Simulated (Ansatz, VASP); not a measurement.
# Ru8N in VASP and in Ansatz

```
Ru N
1.0
     5.39519    0.00000    0.00000
    -2.69759    4.67237    0.00000
     0.00000    0.00000   25.03831
Ru N
16 2
Cartesian
  1.3488 0.7787 4.0000
  0.0000 3.1149 4.0000
  4.0464 0.7787 4.0000
  2.6976 3.1149 4.0000
  0.0000 1.5575 6.1329
  -1.3488 3.8936 6.1329
  2.6976 1.5575 6.1329
  1.3488 3.8936 6.1329
  1.3488 0.7787 8.2619
  0.0000 3.1149 8.2619
  4.0464 0.7787 8.2619
  2.6976 3.1149 8.2619
  0.0000 1.5575 10.3383
  -1.3488 3.8936 10.3383
  2.6976 1.5575 10.3383
  1.3488 3.8936 10.3383
  0.0000 3.1149 13.3383
  0.0000 3.1149 14.4383
```

Alike in both runs: task single point; functional PBE; dispersion D3(BJ); k mesh 6 × 6 × 1; occupations gaussian, width 0.1 eV; no spin polarisation.

|  | VASP | Ansatz |
| --- | --- | --- |
| version | VASP 6.6.1 | Ansatz 0.2.0 |
| potentials or method | VASP PAW PBE potentials, release 64 (Ru_pv, N), cutoff 520 eV | scalar-relativistic, plane waves, PAW |
| valence electrons in the cell | 234 | 266 |

VASP gave:

* gap on the k mesh at the Fermi level (eV): none
* rms of the force components (eV/Å): 0.471

Q: Estimate Ansatz's values.

A: gap on the k mesh at the Fermi level (eV): none; rms of the force components (eV/Å): 0.219.

Atom by atom the forces differ by 0.345 eV/Å (rms over components). A gap of «none» marks a metal or a gap that the smearing closes. One of these differences is far larger than is usual between the two programs; its cause wasn't traced. VASP's potentials hold 234 valence electrons a cell and Ansatz's 266, so a difference there can come from the potentials and not from the codes.

Noted on VASP's run: the standard files for N, O and F lose accuracy on very short bonds.
